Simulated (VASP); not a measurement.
**ReP: single point with LDA**

The system is ReP.

```
CELL_PARAMETERS angstrom
0.00000 2.45798 2.45798
2.45798 0.00000 2.45798
2.45798 2.45798 0.00000
ATOMIC_POSITIONS crystal
Re 0.50000 0.50000 0.50000
P 0.00000 0.00000 0.00000
```

```json
{
  "Program": "VASP 6.6.1",
  "Task": "single point",
  "Functional": "LDA",
  "Potentials or basis": "VASP PAW LDA potentials, release 64 (Re, P)",
  "Cutoff": "520 eV",
  "k mesh": "12 × 12 × 12",
  "Occupations": "gaussian, width 0.05 eV",
  "Spin": "no spin polarisation",
  "Dipole correction": "no",
  "Further INCAR settings": "ALGO = Normal; EDIFF = 1e-07; NBANDS = 13"
}
```

```
Pressure               : -8.5 GPa
Band gap on the k mesh : zero (bands 6 and 7 overlap by 0.78 eV)
```

Levels at points of the mesh, in eV from the Fermi level:
| k point | band 2 | band 3 | band 4 | band 5 | band 6 | band 7 | band 8 | band 9 | band 10 | band 11 |
| --- | --- | --- | --- | --- | --- | --- | --- | --- | --- | --- |
| (0.00, 0.00, 0.00) | -2.83 | -2.83 | -2.83 | -2.42 | -2.42 | -0.25 | -0.25 | -0.25 | 5.98 | 9.00 |
| (0.50, 0.00, 0.00) | -8.62 | -5.55 | -5.55 | -0.23 | -0.23 | 0.59 | 3.37 | 6.30 | 6.30 | 7.27 |
| (0.50, 0.50, 0.00) | -5.83 | -4.76 | -2.45 | -2.45 | -1.31 | 0.49 | 0.52 | 0.52 | 4.40 | 11.59 |

Run time: 43 s on 1 thread of Intel Xeon 8259CL, on a shared host, peak memory 0.16 GiB.

Caveat: the cell stands under tension; spin-orbit coupling is left out, which moves the levels of the heavy elements.
